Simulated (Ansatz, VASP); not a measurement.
# One calculation of CdAg, two programs

```xyz
2
Lattice="3.2850 0.0000 0.0000 0.0000 3.2850 0.0000 0.0000 0.0000 3.2850" Properties=species:S:1:pos:R:3 pbc="T T T"
Cd    1.6425    1.6425    1.6425
Ag    0.0000    0.0000    0.0000
```

Change from the starting cell: volume scaled by 0.96, crystal datasets.

Alike in both runs: task electric field gradients; functional PBEsol; k mesh 12 × 12 × 12; occupations fermi-dirac, width 0.05 eV; no spin polarisation.

```csv
,VASP,Ansatz
version,VASP 6.6.1,Ansatz 0.2.0
potentials or method,"VASP PAW PBE potentials, release 64 (Cd, Ag), cutoff 520 eV","all-electron PAW with datasets made for the crystal, scalar-relativistic"
```

```tsv
	VASP	Ansatz	Ansatz less VASP
pressure (GPa)	2.7	2.3	-0.44
```

VASP's potentials were made for PBE, not for PBEsol. Ansatz ran all-electron here, and VASP with PAW potentials.
